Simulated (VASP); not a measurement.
# GaAs (WC type) (P-6m2) in VASP: electric field gradients with PBEsol

Aim: the electric field gradients of GaAs (WC type) with PBEsol.

Program: VASP 6.6.1. These are calculated values, not measurements. Logs are shortened: lines on timing, memory, paths and dates and some standing lists are left out, and cuts for length are marked.

## (1) The cell of the first run

The structure is hexagonal, space group P-6m2 (No. 187). The conventional cell has a = 3.840 Å, b = 3.840 Å, c = 3.240 Å, α = 90.00°, β = 90.00°, γ = 120.00°. Within 3.6 Å of Ga (site symmetry -6m2) lie 6 As at 2.75 Å and 2 Ga at 3.24 Å. As (site symmetry -6m2) has 6 Ga at 2.75 Å and 2 As at 3.24 Å within 3.6 Å.

## (2) Electric field gradients, PBEsol

INCAR reads:

```
SYSTEM = GaAs
  PREC = Accurate
  ENCUT = 520
  EDIFF = 1E-8
  ISMEAR = -1
  SIGMA = 0.05
  LREAL = .FALSE.
  LASPH = .TRUE.
  NELM = 100
  ALGO = Normal
  ISIF = 2
  LWAVE = .FALSE.
  LCHARG = .FALSE.
  GGA = PS
  LEFG = .TRUE.
  NBANDS = 16
```

KPOINTS reads:

```
Automatic mesh
0
G
  13 13 11
  0 0 0
```

POSCAR reads:

```
GaAs
1.0
    3.8404235174      0.0000000000      0.0000000000
   -1.9202117587      3.3259043274      0.0000000000
    0.0000000000      0.0000000000      3.2402766840
Ga As
1 1
Direct
    0.0000000000      0.0000000000      0.0000000000
    0.3333333333      0.6666666667      0.5000000000
```

Potentials or basis: VASP PAW PBE potentials, release 64 (Ga_d, As).

Launch:

```sh
cat potpaw_PBE.64/Ga_d/POTCAR potpaw_PBE.64/As/POTCAR > POTCAR
mpirun -np 1 vasp_std > vasp.out
```

OUTCAR:

```text
SYSTEM = GaAs
   PREC = Accurate
   ENCUT = 520
   EDIFF = 1E-8
   ISMEAR = -1
   LREAL = .FALSE.
   LASPH = .TRUE.
   NELM = 100
   ISIF = 2
   GGA = PS

 ion  position               nearest neighbor table
   1  0.000  0.000  0.000-   2 2.75   2 2.75   2 2.75   2 2.75   2 2.75   2 2.75
   2  0.333  0.667  0.500-   1 2.75   1 2.75   1 2.75   1 2.75   1 2.75   1 2.75

  LATTYP: Found a hexagonal cell.
 ALAT       =     3.8404235174
 C/A-ratio  =     0.8437289974

  Lattice vectors:

 A1 = (   3.8404235174,   0.0000000000,   0.0000000000)
 A2 = (  -1.9202117587,   3.3259043274,   0.0000000000)
 A3 = (   0.0000000000,   0.0000000000,   3.2402766840)

Analysis of symmetry for initial positions (statically):
=====================================================================
 Subroutine PRICEL returns:
 Original cell was already a primitive cell.

 Routine SETGRP: Setting up the symmetry group for a
 hexagonal supercell.

 Subroutine GETGRP returns: Found 12 space group operations
 (whereof 12 operations were pure point group operations)
 out of a pool of 24 trial point group operations.

The static configuration has the point symmetry D_3h.

Analysis of symmetry for dynamics (positions and initial velocities):
=====================================================================
 Subroutine PRICEL returns:
 Original cell was already a primitive cell.

 Routine SETGRP: Setting up the symmetry group for a
 hexagonal supercell.

 Subroutine GETGRP returns: Found 12 space group operations
 (whereof 12 operations were pure point group operations)
 out of a pool of 24 trial point group operations.

The dynamic configuration has the point symmetry D_3h.

 Subroutine INISYM returns: Found 12 space group operations
 (whereof 12 operations are pure point group operations),
 and found     1 'primitive' translations

----------------------------------------------------------------------------------------

                                     Primitive cell

  volume of cell :      41.3877

  direct lattice vectors                    reciprocal lattice vectors
     3.840423517  0.000000000  0.000000000     0.260387948  0.150335052  0.000000000
    -1.920211759  3.325904327  0.000000000     0.000000000  0.300670104  0.000000000
[... 124 lines left out ...]

 Free energy of the ion-electron system (eV)
  ---------------------------------------------------
  ext. energy  EPLUGINS =         0.00000000
  ---------------------------------------------------
  free energy    TOTEN  =        -8.32447544 eV

  energy without entropy =       -8.31616052  energy(sigma->0) =       -8.32031798

 E-fermi :   4.8449     XC(G=0): -10.4343

 val. band max:        4.8424351443   @ k =   0.0000   0.0000   0.2727
 cond. band min:       4.8486891573   @ k =   0.3846   0.0000   0.4545
 fundamental gap:      0.0062540130
 Fermi energy:         4.8448953531

 k-point     1 :       0.0000    0.0000    0.0000
  band No.  band energies     occupation
      1     -10.0436      2.00000
      2      -9.9902      2.00000
      3      -9.9902      2.00000
      4      -9.9474      2.00000
      5      -9.9474      2.00000
      6      -8.3040      2.00000
[... 433 lines left out ...]
      3      -9.9806      2.00000
      4      -9.9574      2.00000
      5      -9.9527      2.00000
      6      -7.9356      2.00000
[... 8 lines left out ...]
     15      14.4905      0.00000
     16      16.8791      0.00000

 [... further k-points ...]

------------------------ aborting loop because EDIFF is reached ----------------------------------------

  FORCE on cell =-STRESS in cart. coord.  units (eV):
  Direction    XX          YY          ZZ          XY          YZ          ZX
  --------------------------------------------------------------------------------------
  -------------------------------------------------------------------------------------
  Total       -0.7987437     -0.7987437     -0.8632397     -0.0000000     -0.0000000     -0.0000000
  in kB      -30.9205401    -30.9205401    -33.4172747     -0.0000000     -0.0000000     -0.0000000
  external PRESSURE =     -31.7527850 kB  Pullay stress =       0.0000000 kB

 VOLUME and BASIS-vectors are now :
 -----------------------------------------------------------------------------
  energy-cutoff  :      520.00
  volume of cell :       41.39
      direct lattice vectors                 reciprocal lattice vectors
     3.840423517  0.000000000  0.000000000     0.260387948  0.150335052  0.000000000
    -1.920211759  3.325904327  0.000000000     0.000000000  0.300670104  0.000000000
     0.000000000  0.000000000  3.240276684     0.000000000  0.000000000  0.308615621

 POSITION                                       TOTAL-FORCE (eV/Angst)
 -----------------------------------------------------------------------------------
      0.00000      0.00000      0.00000        -0.000000      0.000000      0.000000
     -0.00000      2.21727      1.62014         0.000000     -0.000000      0.000000
 -----------------------------------------------------------------------------------
    total drift:                                0.000000     -0.000000      0.000000

  FREE ENERGIE OF THE ION-ELECTRON SYSTEM (eV)
  ---------------------------------------------------
  free  energy   TOTEN  =        -8.3244754352 eV

  energy  without entropy=       -8.3161605203  energy(sigma->0) =       -8.32031798

 Electric field gradients (V/A^2)
---------------------------------------------------------------------
 ion       V_xx      V_yy      V_zz      V_xy      V_xz      V_yz
---------------------------------------------------------------------
   1      -2.654    -2.656     5.310    -0.001     0.000     0.000
   2     -53.616   -53.615   107.231     0.000     0.000    -0.000
---------------------------------------------------------------------

 Electric field gradients after diagonalization (V/A^2)
 (convention: |V_zz| > |V_xx| > |V_yy|)
----------------------------------------------------------------------
 ion       V_xx      V_yy      V_zz     asymmetry (V_yy - V_xx)/ V_zz
----------------------------------------------------------------------
   1      -2.656    -2.653     5.310       0.001
   2     -53.616   -53.615   107.231       0.000
----------------------------------------------------------------------

           NMR quadrupolar parameters

 Cq : quadrupolar parameter    Cq=e*Q*V_zz/h
 eta: asymmetry parameters     (V_yy - V_xx)/ V_zz
 Q  : nuclear electric quadrupole moment in mb (millibarn)
----------------------------------------------------------------------
 ion       Cq(MHz)       eta       Q (mb)
----------------------------------------------------------------------
   1       0.013       0.001       1.000
   2       0.259       0.000       1.000
----------------------------------------------------------------------
```

stdout:

```text
POSCAR found type information on POSCAR GaAs
 POSCAR found :  2 types and       2 ions
 scaLAPACK will be used
 -----------------------------------------------------------------------------
|                                                                             |
|                                                                             |
|     You enforced a specific xc type in the INCAR file but a different       |
|     I HOPE YOU KNOW WHAT YOU ARE DOING!                                     |
|                                                                             |
 -----------------------------------------------------------------------------

 LDA part: xc-table for (Slater+PW92), standard interpolation
 POSCAR, INCAR and KPOINTS ok, starting setup
 FFT: planning ... GRIDC
 FFT: planning ... GRID_SOFT
 FFT: planning ... GRID
 WAVECAR not read
 entering main loop
ion   1

ion   2
```

It took 48 s on 1 thread of Intel Xeon Platinum 8375C at 2.90GHz (Ice Lake), shared host; peak memory 0.22 GiB.

Results:

```yaml
Free_energy: -8.3245 eV
Pressure: -3.2 GPa
Band_gap_on_the_k_mesh: zero (band 9 reaches 6.96 eV, above the bottom of band 10 at 2.86 eV)
```

Levels at points of the mesh, in eV from the Fermi level:
```tsv
k point	band 6	band 7	band 8	band 9	band 10	band 11	band 12	band 13
(0.00, 0.00, 0.00)	-13.15	-1.53	-0.85	-0.85	0.29	3.86	3.86	5.49
```

Electric field gradients, principal values (V/Å²):
| atom | least | middle | greatest (by size) |
| --- | --- | --- | --- |
| 1 Ga | -2.653 | -2.656 | 5.310 |
| 2 As | -53.615 | -53.616 | 107.231 |

Caveat: without QUAD_EFG the Cq values of the log hold for a quadrupole moment of 1 mb, not for the nuclei; the PAW data sets were made with another functional, which shifts forces and pressure a little.
